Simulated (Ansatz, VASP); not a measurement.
Two plane-wave programs on InO

```xyz
4
Lattice="3.4536 0.0000 0.0000 -1.7268 2.9909 0.0000 0.0000 0.0000 15.8771" Properties=species:S:1:pos:R:3 pbc="T T T"
In    1.7268    0.9970    9.3678
In    1.7268    0.9970    6.5093
O     0.0000    0.0000   10.1592
O     0.0000    0.0000    5.7179
```

Alike in both runs: task single point; functional r2SCAN; k mesh 12 × 12 × 2; occupations gaussian, width 0.05 eV; no spin polarisation.

|  | VASP | Ansatz |
| --- | --- | --- |
| version | VASP 6.6.1 | Ansatz 0.2.0 |
| potentials or method | VASP PAW PBE potentials, release 64 (In_d, O), cutoff 520 eV | scalar-relativistic, plane waves, PAW |
| valence electrons in the cell | 38 | 38 |

|  | VASP | Ansatz | Ansatz less VASP |
| --- | --- | --- | --- |
| gap on the k mesh at the Fermi level (eV) | 0.71 | 0.71 | +0.001 |
| least direct gap on the mesh (eV) | 1.44 | 1.44 | +0.003 |
| rms of the force components (eV/Å) | 0.163 | 0.196 | +0.0323 |

VASP's potentials were made for PBE, not for r2SCAN. Atom by atom the forces differ by 0.032 eV/Å (rms over components). The functional is the same, so the differences come from potentials, cutoffs and numerics. Ansatz's warnings: xc potential rough in thin density.
